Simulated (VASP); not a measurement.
MgO: relaxation of cell and atoms with PBEsol

Crystal: MgO.

```
CELL_PARAMETERS angstrom
0.00000 2.10850 2.10850
2.10850 0.00000 2.10850
2.10850 2.10850 0.00000
ATOMIC_POSITIONS crystal
Mg 0.00000 0.00000 0.00000
O 0.50000 0.50000 0.50000
```

| Item | Value |
| --- | --- |
| Program | VASP 6.6.1 |
| Task | relaxation of cell and atoms |
| Functional | PBEsol |
| Potentials or basis | VASP PAW PBE potentials, release 64 (Mg, O) |
| Cutoff | 600 eV |
| k mesh | 12 × 12 × 12 |
| Occupations | fermi-dirac, width 0.05 eV |
| Spin | no spin polarisation |
| Dipole correction | no |
| Further INCAR settings | ALGO = Normal; EDIFF = 1e-07; IBRION = 2; EDIFFG = -0.002; NSW = 100; ISIF = 3 |

| Property | Result |
| --- | --- |
| Relaxed volume | 9.31 Å³/atom |
| Relaxed cell | a = 2.975 Å, b = 2.975 Å, c = 2.975 Å, α = 60.00°, β = 60.00°, γ = 60.00° |
| Space group after relaxing (to 0.05 Å) | Fm-3m (No. 225) |
| Energy gained by relaxing | 0.2 meV/atom |
| Ionic steps | 3 |
| Pressure after relaxing | 0.0 GPa |
| Band gap on the k mesh | 4.67 eV, direct |

The path:
```csv
step,energy change (eV),largest force (eV/Å),pressure (GPa),volume (Å³)
1,0.0000,0.0000,-1.03,18.75
2,-0.0004,0.0000,0.36,18.58
3,-0.0004,0.0000,0.00,18.63
```

Final structure:
```
Mg O
1.0
     0.00000    2.10391    2.10391
     2.10391    0.00000    2.10391
     2.10391    2.10391    0.00000
Mg O
1 1
Direct
  0.00000 0.00000 0.00000
  0.50000 0.50000 0.50000
```

Levels at points of the mesh, in eV from the valence-band top:
| k point | band 1 | band 2 | band 3 | band 4 | band 5 | band 6 | band 7 | band 8 |
| --- | --- | --- | --- | --- | --- | --- | --- | --- |
| (0.00, 0.00, 0.00) | -17.22 | 0.00 | 0.00 | 0.00 | 4.67 | 15.65 | 15.65 | 15.65 |
| (0.50, 0.00, 0.00) | -15.90 | -4.69 | -0.67 | -0.67 | 7.77 | 12.54 | 16.21 | 16.21 |
| (0.50, 0.50, 0.00) | -15.63 | -4.16 | -1.37 | -1.37 | 8.93 | 9.91 | 13.00 | 18.89 |

Run time: 17 s on 1 thread of Intel(R) Xeon(R) Platinum 8259CL CPU @ 2.50GHz (Skylake/Cascade Lake) (shared host), peak memory 0.15 GiB.

Caveat: the PAW data sets were made with another functional, which shifts forces and pressure a little. A hybrid or GW would open this gap; PBEsol tends to underestimate it.
